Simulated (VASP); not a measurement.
Y:

```
Y
1.0
     5.71390    0.00000    0.00000
    -2.85695    4.94838    0.00000
     0.00000    0.00000    3.50262
Y
3
Cartesian
  0.0000 0.0000 0.0000
  0.0000 3.2989 1.7513
  2.8569 1.6495 1.7513
```

This isn't the form of Y at room conditions, which is hcp.

```yaml
Program: VASP 6.6.1
Task: relaxation of cell and atoms
Functional: RPBE
Potentials_or_basis: VASP PAW PBE potentials, release 64 (Y_sv)
Cutoff: 600 eV
k_mesh: 7 × 7 × 9
Occupations: fermi-dirac, width 0.1 eV
Spin: no spin polarisation
```

At the start: pressure 0.9 GPa; volume 33.01 Å³/atom.

**Question.** How do energy, volume and symmetry change on relaxing?

**Answer.** Over 5 steps the energy falls by 3.3 meV/atom and the volume is 33.81 Å³/atom (+2.4 %); space group P6/mmm (No. 191, to 0.1 Å) before and after.

Step by step:
```csv
step,energy change (eV),largest force (eV/Å),pressure (GPa),volume (Å³)
1,0.0000,0.0000,0.87,99.03
2,-0.0091,0.0000,-0.09,101.62
3,-0.0091,0.0000,-0.14,101.72
4,-0.0100,0.0000,-0.05,101.51
5,-0.0100,0.0000,-0.02,101.42
```

Final structure:
```
Y
1.0
     5.72379    0.00000    0.00000
    -2.86189    4.95694    0.00000
     0.00000    0.00000    3.57454
Y
3
Direct
  0.00000 0.00000 0.00000
  0.33333 0.66667 0.50000
  0.66667 0.33333 0.50000
```

Caveat: the PAW data sets were made with another functional, which shifts forces and pressure a little.
